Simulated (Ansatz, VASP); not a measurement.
TaN in VASP and in Ansatz

The input INCAR:

```
SYSTEM = TaN
PREC = Accurate ; ENCUT = 520
EDIFF = 1E-8 ; ISMEAR = -1
SIGMA = 0.01 ; LREAL = .FALSE.
LASPH = .TRUE. ; NELM = 60
ALGO = Normal ; ISIF = 2
LWAVE = .FALSE. ; LCHARG = .FALSE.
GGA = PS ; LEFG = .TRUE.
NBANDS = 24
```

Contents of KPOINTS:

```
regular mesh
0
G
  9 9 5
  0 0 0
```

The input POSCAR:

```
TaN
1.0
    3.1077819002      0.0000000000      0.0000000000
   -1.5538909501      2.6914180749      0.0000000000
    0.0000000000      0.0000000000      5.0144558607
Ta N
2 2
Direct
    0.0000000000      0.0000000000      0.0000000000
    0.0000000000      0.0000000000      0.5000000000
    0.3333333333      0.6666666667      0.2500000000
    0.6666666667      0.3333333333      0.7500000000
```

Input for Ansatz:

```yaml
crystal:
  lattice:
    - [3.1077819002, 0.0, 0.0]
    - [-1.5538909501, 2.6914180749, 0.0]
    - [0.0, 0.0, 5.0144558607]
  atoms:
    - { symbol: Ta, position: [0.0, 0.0, 0.0] }
    - { symbol: Ta, position: [0.0, 0.0, 0.5] }
    - { symbol: "N", position: [0.3333333333, 0.6666666667, 0.25] }
    - { symbol: "N", position: [0.6666666667, 0.3333333333, 0.75] }
kpoints:
  mp_grid: { grid: [9, 9, 5] }
scf:
  occupations: { method: fermi_dirac, width: 0.01 }
hamiltonian:
  xc: pbesol
  pseudopotentials: { kind: all_electron, datasets: crystal }
output:
  forces: true
  stress: true
  eigenvalues: true
  efg: { contact_densities: true }
```

Change from the starting cell: volume scaled by 1.06, crystal datasets.

Alike in both runs: task electric field gradients; functional PBEsol; k mesh 9 × 9 × 5; occupations fermi-dirac, width 0.01 eV; no spin polarisation.

|  | VASP | Ansatz |
| --- | --- | --- |
| version | VASP 6.6.1 | Ansatz 0.2.0 |
| potentials or method | VASP PAW PBE potentials, release 64 (Ta_pv, N), cutoff 520 eV | all-electron PAW with datasets made for the crystal, scalar-relativistic |

|  | VASP | Ansatz | Ansatz less VASP |
| --- | --- | --- | --- |
| pressure (GPa) | 22.7 | 21.3 | -1.41 |
| traceless stress, the component that is largest in VASP (GPa) | 46.62 | 46.20 | -0.425 |
| size of Vzz on the site where it differs most (V/Å²) | 184.3 | 214.4 | +30.14 |

VASP's potentials were made for PBE, not for PBEsol. Ansatz ran all-electron here, and VASP with PAW potentials.

Spin-orbit coupling is off throughout.
